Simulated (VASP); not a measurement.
Sc:

```
Sc
1.0
     3.02000    0.00000    0.00000
     0.00000    3.02000    0.00000
     0.00000    0.00000    3.02000
Sc
1
Direct
  0.00000 0.00000 0.00000
```

This isn't the form of Sc at room conditions, which is hcp.

| Quantity | Value |
| --- | --- |
| Program | VASP 6.6.1 |
| Task | relaxation of cell and atoms |
| Functional | PBE |
| Potentials or basis | VASP PAW PBE potentials, release 64 (Sc_sv) |
| Cutoff | 600 eV |
| k mesh | 14 × 14 × 14 |
| Occupations | gaussian, width 0.05 eV |
| Spin | no spin polarisation |

At the start: pressure -1.8 GPa; volume 27.54 Å³/atom.

Q: How do energy, volume and symmetry change on relaxing?

A: Over 3 steps the energy falls by 9.3 meV/atom and the volume is 26.02 Å³/atom (-5.5 %); space group Pm-3m (No. 221, to 0.1 Å) before and after.

Step by step:
```
step  energy change (eV)  largest force (eV/Å)  pressure (GPa)  volume (Å³)
   1              0.0000                0.0000           -1.82        27.54
   2             -0.0089                0.0000           -0.42        26.31
   3             -0.0093                0.0000           -0.02        26.02
```

Final structure:
```
CELL_PARAMETERS angstrom
2.96342 0.00000 0.00000
0.00000 2.96342 0.00000
0.00000 0.00000 2.96342
ATOMIC_POSITIONS crystal
Sc 0.00000 0.00000 0.00000
```
